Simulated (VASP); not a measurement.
A run of VASP 6.6.1 is set up as follows.

Contents of INCAR:

```
PREC = Accurate
ENCUT = 520
EDIFF = 1E-6
ISMEAR = -1
SIGMA = 0.05
LREAL = F
LASPH = T
NELM = 60
ALGO = Normal
ISIF = 2
LWAVE = F
LCHARG = F
GGA = PE
IBRION = 2
NSW = 80
EDIFFG = -0.01
```

Contents of KPOINTS:

```
regular mesh
0
Gamma
  9 9 1
```

The input POSCAR:

```
GeMo2
1.0
    2.9101100000      0.0000000000      0.0000000000
    0.0000000000      2.9101100000      0.0000000000
    0.0000000000      0.0000000000     29.7022400000
Ge Mo
1 2
Direct
    0.5000000000      0.5000000000      0.2861700000
    0.0000000000      0.0000000000      0.3386400000
    0.0000000000      0.0000000000      0.2337100000
```

Potentials or basis: VASP PAW PBE potentials, release 64 (Ge_d, Mo_sv).

Run with:

```bash
$ cat potpaw_PBE.64/Ge_d/POTCAR potpaw_PBE.64/Mo_sv/POTCAR > POTCAR
$ mpirun -np 1 vasp_std > vasp.out
```

(1) Predict the energy gained by relaxing.

(2) What does it give for the band gap on the k mesh?

Answers

(1) 0.0 meV/atom.

(2) zero (bands 21 and 22 overlap by 1.83 eV).
